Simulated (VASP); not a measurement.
Set up this calculation in VASP 6.6.1, as the native input.

- Task: single point
- Functional: PBE
- Potentials or basis: VASP PAW PBE potentials, release 64 (Ta_pv, N)
- Cutoff: 600 eV
- k mesh: 18 × 18 × 18
- Occupations: gaussian, width 0.15 eV
- Spin: no spin polarisation
- Dipole correction: no
- Further INCAR settings: ALGO = Normal; EDIFF = 1e-06; NBANDS = 15

The structure of TaN lies in POSCAR:

```
TaN
1.0
    0.0000000000      2.1790000000      2.1790000000
    2.2661600000      0.0000000000      2.1790000000
    2.2661600000      2.1790000000      0.0000000000
Ta N
1 1
Direct
    0.5000000000      0.5000000000      0.5000000000
    0.0000000000      0.0000000000      0.0000000000
```

This cell differs from its parent crystal: strain +0.0400 x Voigt [1, 0, 0, 0, 0, 0].

One way to write it, as run:

INCAR

```
SYSTEM = TaN
  PREC = Accurate
  ENCUT = 600
  EDIFF = 1E-6
  ISMEAR = 0
  SIGMA = 0.15
  LREAL = .False.
  LASPH = .True.
  NELM = 120
  ALGO = Normal
  ISIF = 2
  LWAVE = .False.
  LCHARG = .False.
  GGA = PE
  NBANDS = 15
  GGA_COMPAT = .False.
```

KPOINTS

```
regular mesh
0
Gamma
  18 18 18
  0 0 0
```

Potentials or basis: VASP PAW PBE potentials, release 64 (Ta_pv, N).

Run with:

```console
$ cat potpaw_PBE.64/Ta_pv/POTCAR potpaw_PBE.64/N/POTCAR > POTCAR
$ mpirun -np 1 vasp_std > vasp.out
```

It gave:

| Item | Value |
| --- | --- |
| Pressure | 2.4 GPa |
| Band gap on the k mesh | zero (band 8 reaches 11.16 eV, above the bottom of band 9 at 7.47 eV) |

Caveat: the cell differs from its parent crystal (strain +0.0400 x Voigt [1, 0, 0, 0, 0, 0]); spin-orbit coupling is left out, which moves the levels of the heavy elements.

It took 120 s on 1 thread of AMD EPYC 9R45 96-Core Processor (Zen 5) (shared host), peak memory 0.29 GiB.
